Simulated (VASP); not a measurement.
Wanted: the native input for a VASP 6.6.1 run.

```
Task                   : single point
Functional             : r2SCAN
Potentials or basis    : VASP PAW PBE potentials, release 64 (Mg, O)
Cutoff                 : 660 eV
k mesh                 : 4 × 4 × 4
Occupations            : gaussian, width 0.01 eV
Spin                   : no spin polarisation
Dipole correction      : no
Further INCAR settings : ALGO = Normal; EDIFF = 1e-06; NBANDS = 11
```

MgO:

```
Mg O
1.0
     2.62335    0.00000    0.00000
     0.00000    2.62335    0.00000
     0.00000    0.00000    2.62335
Mg O
1 1
Direct
  0.00000 0.00000 0.00000
  0.50000 0.50000 0.50000
```

One way to write it, as run:

POSCAR

```
MgO
1.0
    2.6233491285      0.0000000000      0.0000000000
    0.0000000000      2.6233491285      0.0000000000
    0.0000000000      0.0000000000      2.6233491285
Mg O
1 1
Direct
    0.0000000000      0.0000000000      0.0000000000
    0.5000000000      0.5000000000      0.5000000000
```

INCAR.step1

```
SYSTEM = MgO
  ALGO = Normal
  EDIFF = 1E-5
  ENCUT = 660
  GGA = PE
  GGA_COMPAT = .FALSE.
  ISMEAR = 0
  LASPH = .TRUE.
  LCHARG = .FALSE.
  LREAL = .FALSE.
  LWAVE = .TRUE.
  NBANDS = 11
  NELM = 120
  PREC = Accurate
  SIGMA = 0.01
```

INCAR.step2

```
SYSTEM = MgO
  ALGO = Normal
  EDIFF = 1E-6
  ENCUT = 660
  GGA_COMPAT = .FALSE.
  ISIF = 2
  ISMEAR = 0
  ISTART = 1
  LASPH = .TRUE.
  LCHARG = .FALSE.
  LMIXTAU = .TRUE.
  LREAL = .FALSE.
  LWAVE = .FALSE.
  METAGGA = R2SCAN
  NBANDS = 11
  NELM = 120
  PREC = Accurate
  SIGMA = 0.01
```

KPOINTS

```
k-points
0
G
  4 4 4
  0 0 0
```

Potentials or basis: VASP PAW PBE potentials, release 64 (Mg, O).

Run with:

```bash
$ cat potpaw_PBE.64/Mg/POTCAR potpaw_PBE.64/O/POTCAR > POTCAR
$ cp INCAR.step1 INCAR
$ mpirun -np 1 vasp_std > vasp.out
$ cp INCAR.step2 INCAR
$ mpirun -np 1 vasp_std > vasp.out
```

Results of the run:

```yaml
Pressure: -1.3 GPa
Band_gap_on_the_k_mesh: 3.43 eV, indirect (least direct gap 4.49 eV)
```

Caveat: the k points lie up to 0.60 Å⁻¹ apart; the PAW data sets were made with another functional, which shifts forces and pressure a little.

Run time: 7.4 s on 1 thread of Intel(R) Xeon(R) 6975P-C (Granite Rapids) (shared host), peak memory 0.14 GiB.
